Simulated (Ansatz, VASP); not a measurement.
# PbSe in VASP and in Ansatz

```xyz
2
Lattice="0.0000 2.9996 2.9996 2.9996 0.0000 2.9996 2.9996 2.9996 0.0000" Properties=species:S:1:pos:R:3 pbc="T T T"
Pb    0.0000    0.0000    0.0000
Se    2.9996    2.9996    2.9996
```

Change from the starting cell: volume scaled by 0.94.

Alike in both runs: task single point; functional PBEsol; k mesh 9 × 9 × 9; occupations fermi-dirac, width 0.01 eV; no spin polarisation.

```csv
,VASP,Ansatz
version,VASP 6.6.1,Ansatz 0.2.0
potentials or method,"VASP PAW PBE potentials, release 64 (Pb_d, Se), cutoff 500 eV","all-electron LAPW, scalar-relativistic"
```

```tsv
	VASP	Ansatz	Ansatz less VASP
pressure (GPa)	3.0	3.0	0.00
```

VASP's potentials were made for PBE, not for PBEsol. Ansatz ran all-electron here, and VASP with PAW potentials.

Neither program's run includes spin-orbit coupling.
